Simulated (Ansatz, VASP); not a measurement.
Ge: VASP beside Ansatz

```xyz
1
Lattice="-1.6473 1.6473 1.6473 1.6473 -1.6473 1.6473 1.6473 1.6473 -1.6473" Properties=species:S:1:pos:R:3 pbc="T T T"
Ge    0.0000    0.0000    0.0000
```

Alike in both runs: functional LDA; k mesh 21 × 21 × 21; occupations fermi-dirac, width 0.1 eV; no spin polarisation.

Ansatz relaxed the structure, and its values are those at the end. VASP's run is a single point on that final structure, the one shown.

|  | VASP | Ansatz |
| --- | --- | --- |
| version | VASP 6.6.1 | Ansatz 0.2.0 |
| potentials or method | VASP PAW LDA potentials, release 64 (Ge_d) | PAW with Ansatz's default frozen-core files, scalar-relativistic |
| plane-wave cutoff (eV) | 520 | 420 |
| valence electrons in the cell | 14 | 14 |

|  | VASP | Ansatz | Ansatz less VASP |
| --- | --- | --- | --- |
| pressure (GPa) | 0.2 | 0.0 | -0.20 |

LDA's correlation is that of Perdew and Zunger in VASP and of Perdew and Wang (1992) in Ansatz.
